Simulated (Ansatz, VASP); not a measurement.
# SnO: VASP and Ansatz over several settings

```
CELL_PARAMETERS angstrom
3.81370 0.00000 0.00000
0.00000 3.81370 0.00000
0.00000 0.00000 4.88691
ATOMIC_POSITIONS crystal
Sn 0.50000 0.00000 0.76463
Sn 0.00000 0.50000 0.23537
O 0.00000 0.00000 0.00000
O 0.50000 0.50000 0.00000
```

Single points on this cell with VASP 6.6.1 and Ansatz 0.2.0. Each row is one pair of runs.

```tsv
level	spin	k mesh	smearing	VASP's potentials, cutoff	Ansatz's potentials, cutoff	gap on the k mesh at the Fermi level (eV), VASP	gap on the k mesh at the Fermi level (eV), Ansatz	least direct gap on the mesh (eV), VASP	least direct gap on the mesh (eV), Ansatz	pressure (GPa), VASP	pressure (GPa), Ansatz
PBE	non-collinear, zero start, SOC	7 × 7 × 6	fermi-dirac, width 0.05 eV	VASP PAW PBE potentials, release 64 (Sn_d, O), 520 eV	Ansatz PAW, 420 eV	-	-	-	-	?	3.6
PBE	off	7 × 7 × 6	gaussian, width 0.029 eV	VASP PAW PBE potentials, release 64 (Sn_d, O), 520 eV	Ansatz PAW, 420 eV	0.38	0.37	2.05	2.07	3.8	3.6
PBE	off	3 × 3 × 3	fermi-dirac, width 0.05 eV	VASP PAW PBE potentials, release 64 (Sn_d, O_h), 1340 eV	Ansatz PAW, 420 eV	1.14	1.12	2.05	2.08	3.6	3.4
r2SCAN	off	7 × 7 × 6	fermi-dirac, width 0.05 eV	VASP PAW PBE potentials, release 64 (Sn_d, O), 520 eV	Ansatz PAW, 500 eV	0.51	0.50	2.37	2.41	0.1	-0.5
```

Q: Fill in what VASP gave in row 1.

A: Pressure (GPa): 3.8.

The k mesh is coarse in some rows, so the values compare programs but aren't converged. Noted on Ansatz's runs: odd divisions of the mesh miss points on the zone boundary, where band edges often lie, so the gap on the mesh can be too wide.
